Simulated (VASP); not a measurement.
Crystal: WS2.

```
CELL_PARAMETERS angstrom
1.57860 0.91141 6.03931
-1.57860 0.91141 6.03931
0.00000 -1.82281 6.03931
ATOMIC_POSITIONS crystal
W 0.00066 0.00066 0.00066
S 0.24722 0.24722 0.24722
S 0.42082 0.42082 0.42082
```

Base run:

```yaml
Program: VASP 6.6.1
Functional: r2SCAN
Potentials_or_basis: VASP PAW PBE potentials, release 64 (W_sv, S)
Cutoff: 550 eV
k_mesh: 12 × 12 × 12
Occupations: gaussian, width 0.02 eV
Spin: no spin polarisation
```

Its results: band gap on the k mesh 1.04 eV (least direct gap 2.05 eV); pressure 2.5 GPa; largest force 0.267 eV/Å.

Q: The run is repeated on the same cell with these changes: functional from r2SCAN to PBE; cutoff from 550 eV to 500 eV; dispersion from none to D4. What comes out?

A: Band gap on the k mesh 0.93 eV (least direct gap 1.92 eV); pressure 0.2 GPa; largest force 0.008 eV/Å.

Several settings changed at once.

Caveats: spin-orbit coupling is left out, which moves the levels of the heavy elements; the PAW data sets were made with another functional, which shifts forces and pressure a little (at least some runs).

A k mesh can miss the band edges.
